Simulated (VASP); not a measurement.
AlB3P4:

```
CELL_PARAMETERS angstrom
3.45872 0.00000 0.00000
-1.72936 2.99534 0.00000
0.00000 0.00000 11.47746
ATOMIC_POSITIONS crystal
Al 0.66667 0.33333 0.75020
B 0.66667 0.33333 0.25020
B 0.33333 0.66667 0.00020
B 0.33333 0.66667 0.50020
P 0.66667 0.33333 0.43730
P 0.66667 0.33333 0.93730
P 0.33333 0.66667 0.18730
P 0.33333 0.66667 0.68730
```

```yaml
Program: VASP 6.6.1
Task: relaxation of cell and atoms
Functional: PBE
Potentials_or_basis: VASP PAW PBE potentials, release 64 (Al, B, P)
Cutoff: 600 eV
k_mesh: 6 × 6 × 2
Occupations: gaussian, width 0.1 eV
Spin: no spin polarisation
```

At the start: pressure -3.5 GPa; volume 14.86 Å³/atom.

Q: Where does the relaxation end?

A: Over 13 steps the energy falls by 215.5 meV/atom and the volume is 13.69 Å³/atom (-7.9 %); space group P3m1 (No. 156, to 0.1 Å) before and after.

The path:
```tsv
step	energy change (eV)	largest force (eV/Å)	pressure (GPa)	volume (Å³)
1	0.0000	4.5273	-3.46	118.91
2	-1.1780	1.7245	-1.31	113.46
3	-1.1899	1.9204	-0.80	112.86
4	-1.5771	1.0400	0.24	110.22
5	-1.6376	1.2053	0.65	108.88
6	-1.6397	1.2350	0.82	108.56
7	-1.7028	0.6438	0.58	109.04
8	-1.7139	0.2596	0.57	108.91
9	-1.7207	0.2651	-0.34	109.78
10	-1.7220	0.1462	-0.09	109.53
11	-1.7235	0.0580	0.04	109.51
12	-1.7235	0.0444	0.02	109.52
13	-1.7236	0.0164	0.01	109.54
```

Final structure:
```yaml
crystal:
  lattice:
    - [3.32990, 0.00000, 0.00000]
    - [-1.66495, 2.88378, 0.00000]
    - [0.00000, 0.00000, 11.40772]
  atoms:
    - { symbol: Al, position: [0.66667, 0.33333, 0.75555] }
    - { symbol: B, position: [0.66667, 0.33333, 0.25158] }
    - { symbol: B, position: [0.33333, 0.66667, 0.02015] }
    - { symbol: B, position: [0.33333, 0.66667, 0.48215] }
    - { symbol: P, position: [0.66667, 0.33333, 0.42633] }
    - { symbol: P, position: [0.66667, 0.33333, 0.96413] }
    - { symbol: P, position: [0.33333, 0.66667, 0.19496] }
    - { symbol: P, position: [0.33333, 0.66667, 0.65515] }
```
